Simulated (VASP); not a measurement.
# Ba2Os (I4/mmm) in VASP: further runs, part 2 of 2

VASP 6.6.1. The steps go on from the part before.

## Step 4: Relaxation of cell and atoms, PBEsol

This run uses another cell than the first one, of 42.62 Å³/atom.

Contents of INCAR:

```
SYSTEM = Ba2Os
PREC     = Accurate       ! precision mode
ENCUT    = 560            ! plane-wave cutoff, eV
EDIFF    = 1E-7           ! SCF threshold, eV
ISMEAR   = -1             ! smearing method
SIGMA    = 0.1            ! smearing width, eV
LREAL    = .FALSE.        ! projectors in reciprocal space
LASPH    = .TRUE.         ! aspherical terms in the spheres
NELM     = 120            ! most SCF steps
ALGO     = Normal         ! electronic algorithm
ISIF     = 3              ! what is computed and relaxed
LWAVE    = .FALSE.        ! write WAVECAR
LCHARG   = .FALSE.        ! write CHGCAR
GGA      = PS             ! functional
IBRION   = 2              ! ionic algorithm
NSW      = 60             ! ionic steps
EDIFFG   = -0.01          ! ionic threshold
GGA_COMPAT= .FALSE.      
NELMIN   = 4
```

Contents of KPOINTS:

```
Automatic mesh
0
G
  5 5 5
  0 0 0
```

Contents of POSCAR:

```
Ba2Os
1.0
    0.0000000000      4.1576432700      0.0000000000
    4.1576432700      0.0000000000      0.0000000000
    2.0788221400      2.0788221400     -7.3965566500
Os Ba
1 2
Direct
    0.0000000000      0.0000000000      0.0000000000
    0.3700000000      0.3700000000      0.2600000000
    0.6300000000      0.6300000000      0.7400000000
```

Potentials or basis: VASP PAW PBE potentials, release 64 (Os_sv_GW, Ba_sv).

Launch:

```
$ cat potpaw_PBE.64/Os_sv_GW/POTCAR potpaw_PBE.64/Ba_sv/POTCAR > POTCAR
$ mpirun -np 1 vasp_std > vasp.out
```

OUTCAR:

```text
SYSTEM = Ba2Os
   PREC = Accurate
   ENCUT = 560
   EDIFF = 1E-7
   ISMEAR = -1
   LREAL = .FALSE.
   LASPH = .TRUE.
   NELM = 120
   ISIF = 3
   GGA = PS
   IBRION = 2
   NSW = 60
   EDIFFG = -0.01
   NELMIN = 4

 ion  position               nearest neighbor table
   1  0.000  0.000  0.000-   3 3.51   2 3.51   3 3.51   2 3.51   2 3.51   3 3.51   3 3.51   2 3.51

   2  0.370  0.370  0.260-   1 3.51   1 3.51   1 3.51   1 3.51   3 3.85   3 4.61   3 4.61   3 4.61
                             3 4.61
   3  0.630  0.630  0.740-   1 3.51   1 3.51   1 3.51   1 3.51   2 3.85   2 4.61   2 4.61   2 4.61
                             2 4.61

  LATTYP: Found a body centered tetragonal cell.
 ALAT       =     4.1576432700
 C/A-ratio  =     3.5580525647

  Lattice vectors:

 A1 = (  -2.0788221400,   2.0788211300,   7.3965566500)
 A2 = (   2.0788211300,  -2.0788221400,   7.3965566500)
[... 736 lines left out ...]

[... ionic steps 4 to 17 ...]

--------------------------------------- Ionic step       18  -------------------------------------------

 number of electron      36.0000001 magnetization

------------------------ aborting loop because EDIFF is reached ----------------------------------------
[... 69 lines left out ...]
--------------------------------------- Ionic step       20  -------------------------------------------

 number of electron      36.0000001 magnetization

 Free energy of the ion-electron system (eV)
  ---------------------------------------------------
  ext. energy  EPLUGINS =         0.00000000
  ---------------------------------------------------
  free energy    TOTEN  =       -15.46534565 eV

  energy without entropy =      -15.35005621  energy(sigma->0) =      -15.40770093

 E-fermi :   3.7539     XC(G=0):  -9.6036

 val. band max:        3.7482445129   @ k =  -0.2000  -0.2000   0.2000
 cond. band min:       3.8073450017   @ k =   0.2000   0.0000   0.0000
 fundamental gap:      0.0591004887
 Fermi energy:         3.7539473389

 k-point     1 :       0.0000    0.0000    0.0000
  band No.  band energies     occupation
      1     -80.8458      2.00000
      2     -40.2431      2.00000
      3     -40.2431      2.00000
      4     -40.1531      2.00000
      5     -23.8216      2.00000
      6     -23.6998      2.00000
[... 469 lines left out ...]
  FREE ENERGIE OF THE ION-ELECTRON SYSTEM (eV)
  ---------------------------------------------------
  free  energy   TOTEN  =       -15.4653456531 eV

  energy  without entropy=      -15.3500562073  energy(sigma->0) =      -15.40770093

 reached required accuracy - stopping structural energy minimisation
```

OSZICAR:

```text
N       E                     dE             d eps       ncg     rms          rms(c)
DAV:   1     0.356784636749E+03    0.35678E+03   -0.17877E+04   792   0.153E+03
DAV:   2     0.780680312592E+01   -0.34898E+03   -0.34537E+03  1092   0.362E+02
DAV:   3    -0.152377054155E+02   -0.23045E+02   -0.22753E+02  1044   0.931E+01
[... 245 lines left out ...]
DAV:   4    -0.154653433497E+02    0.16424E-04   -0.19214E-04   964   0.787E-02    0.303E-02
DAV:   5    -0.154653447803E+02   -0.14306E-05   -0.85858E-06  1244   0.131E-02    0.150E-02
DAV:   6    -0.154653451871E+02   -0.40680E-06   -0.60490E-06  1074   0.152E-02    0.828E-03
DAV:   7    -0.154653455590E+02   -0.37191E-06   -0.36941E-07   832   0.303E-03    0.219E-03
DAV:   8    -0.154653456531E+02   -0.94131E-07   -0.39151E-08   516   0.126E-03
  20 F= -.15465346E+02 E0= -.15407701E+02  d E =-.565697E-04
```

CONTCAR:

```text
Ba2Os
   1.00000000000000
    -0.0000000000000005    3.7030484130526244    0.0000000061712486
     3.7030484130526244   -0.0000000000000005    0.0000000061712486
     1.8515246499271707    1.8515246499271703   -7.3320885637213076
  Os              Ba
     1     2
Direct
     0.0000000000000000    0.0000000000000000    0.0000000000000000
     0.3776873091650055    0.3776873091650055    0.2446253816530857
     0.6223126908349947    0.6223126908349947    0.7553746183469144

  0.00000000E+00  0.00000000E+00  0.00000000E+00
  0.00000000E+00  0.00000000E+00  0.00000000E+00
  0.00000000E+00  0.00000000E+00  0.00000000E+00
```

It took 18 min on 1 thread of Intel Xeon Platinum 8259CL at 2.50GHz (Skylake/Cascade Lake), shared host; peak memory 0.3 GiB.

What came out:

| Quantity | Value |
| --- | --- |
| Free energy | -15.4653 eV |
| Relaxed volume | 33.51 Å³/atom |
| Relaxed cell | a = 3.703 Å, b = 3.703 Å, c = 7.786 Å, α = 76.24°, β = 76.24°, γ = 90.00° |
| Space group after relaxing (to 0.1 Å) | I4/mmm (No. 139) |
| Energy gained by relaxing | 295.6 meV/atom |
| Ionic steps | 20 |
| Pressure after relaxing | 0.0 GPa |
| Largest force after relaxing | 0.003 eV/Å |
| Band gap on the k mesh | zero (bands 18 and 19 overlap by 0.09 eV) |

Forces in eV/Å, atoms in the order of the input:
```
Os   0.000  0.000  0.000
Ba   0.000  0.000  0.003
Ba   0.000  0.000 -0.003
```

Step by step:
```csv
step,energy change (eV),largest force (eV/Å),pressure (GPa),volume (Å³)
1,0.0000,1.1936,-6.40,127.86
2,-0.8546,0.1190,-0.49,98.87
3,-0.8560,0.1964,-0.08,97.96
4,-0.8727,0.0738,-0.03,97.34
5,-0.8802,0.0589,0.03,96.55
6,-0.8802,0.0654,0.03,96.51
7,-0.8809,0.0528,0.08,96.59
8,-0.8823,0.0158,0.23,96.84
9,-0.8830,0.0575,0.54,97.33
10,-0.8831,0.0561,0.54,97.39
11,-0.8835,0.0524,0.51,97.58
12,-0.8842,0.0449,0.45,97.97
13,-0.8853,0.0305,0.35,98.74
14,-0.8862,0.0027,0.16,100.28
15,-0.8862,0.0007,0.15,100.47
16,-0.8864,0.0050,0.11,100.51
17,-0.8866,0.0181,-0.02,100.63
18,-0.8866,0.0202,-0.04,100.65
19,-0.8867,0.0119,-0.01,100.60
20,-0.8867,0.0031,0.01,100.54
```

Final structure:
```cif
data_structure
_symmetry_space_group_name_H-M 'P 1'
_symmetry_Int_Tables_number 1
_cell_length_a 3.7030
_cell_length_b 3.7030
_cell_length_c 7.7856
_cell_angle_alpha 76.242
_cell_angle_beta 76.242
_cell_angle_gamma 90.000
_cell_volume 100.54
loop_
_atom_site_label
_atom_site_type_symbol
_atom_site_fract_x
_atom_site_fract_y
_atom_site_fract_z
_atom_site_occupancy
Os1 Os 0.00000 0.00000 0.00000 1
Ba1 Ba 0.37769 0.37769 0.24463 1
Ba2 Ba 0.62231 0.62231 0.75537 1
```

Caveat: the volume moved by over 15 % at a fixed basis, so the end points are rough; the PAW data sets were made with another functional, which shifts forces and pressure a little; spin-orbit coupling is left out, which moves the levels of the heavy elements.

## Step 5: The runs side by side

```csv
task,spin,cell,smearing,gap on the mesh (eV),pressure (GPa),largest force (eV/Å)
single point,collinear,"a = 3.667, b = 3.667, c = 7.417 Å, angles 75.7, 75.7, 90.0°, 3 atoms, atomic positions A",methfessel-paxton 0.05 eV,none,1.5,0.26
single point,off,"a = 3.647, b = 3.647, c = 7.841 Å, angles 76.5, 76.5, 90.0°, 3 atoms, atomic positions B",fermi-dirac 0.1 eV,none,1.4,0.27
relaxation of cell and atoms,off,"relaxed from a = 4.158, b = 4.158, c = 7.959 Å, angles 74.9, 74.9, 90.0°, 3 atoms, atomic positions C",fermi-dirac 0.1 eV,none,0.0,-
```

Alike in all rows: level PBEsol; potentials or basis VASP PAW PBE potentials, release 64 (Os_sv_GW, Ba_sv); k mesh 5 × 5 × 5; cutoff (eV) 560.

Caveats: the PAW data sets were made with another functional, which shifts forces and pressure a little; spin-orbit coupling is left out, which moves the levels of the heavy elements; the volume moved by over 15 % at a fixed basis, so the end points are rough (at least some runs).

Total energies depend on the potentials used, so only differences within one code and one set of settings carry meaning.

The gap in the log of VASP goes by the Fermi energy; the results here count the filled bands.